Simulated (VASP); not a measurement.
A run of VASP 6.6.1 is set up as follows.

File POSCAR:

```
AlRu
1.0
    2.9822867062      0.0000000000      0.0000000000
    0.0000000000      2.9822867062      0.0000000000
    0.0000000000      0.0000000000      2.9822867062
Ru Al
1 1
Direct
    0.5000000000      0.5000000000      0.5000000000
    0.0000000000      0.0000000000      0.0000000000
```

File INCAR.step1:

```
PREC = Accurate
ENCUT = 520
ISMEAR = -1
SIGMA = 0.05
LREAL = F
LASPH = T
NELM = 100
NBANDS = 16
GGA = PE
ALGO = Normal
EDIFF = 1E-4
LWAVE = T
LCHARG = F
```

INCAR.step2

```
PREC = Accurate
ENCUT = 520
EDIFF = 1E-6
ISMEAR = -1
SIGMA = 0.05
LREAL = F
LASPH = T
NELM = 100
ALGO = Normal
ISIF = 2
LWAVE = F
LCHARG = F
METAGGA = R2SCAN
LMIXTAU = T
NBANDS = 16
ISTART = 1
```

Contents of KPOINTS:

```
regular mesh
0
Gamma
  9 9 9
```

Potentials or basis: VASP PAW PBE potentials, release 64 (Ru_pv, Al).

Command:

```sh
$ cat potpaw_PBE.64/Ru_pv/POTCAR potpaw_PBE.64/Al/POTCAR > POTCAR
$ cp INCAR.step1 INCAR
$ mpirun -np 1 vasp_std > vasp.out
$ cp INCAR.step2 INCAR
$ mpirun -np 1 vasp_std > vasp.out
```

Problem. What does it give for the pressure?

Solution. 0.1 GPa.

Caveat: the PAW data sets were made with another functional, which shifts forces and pressure a little.
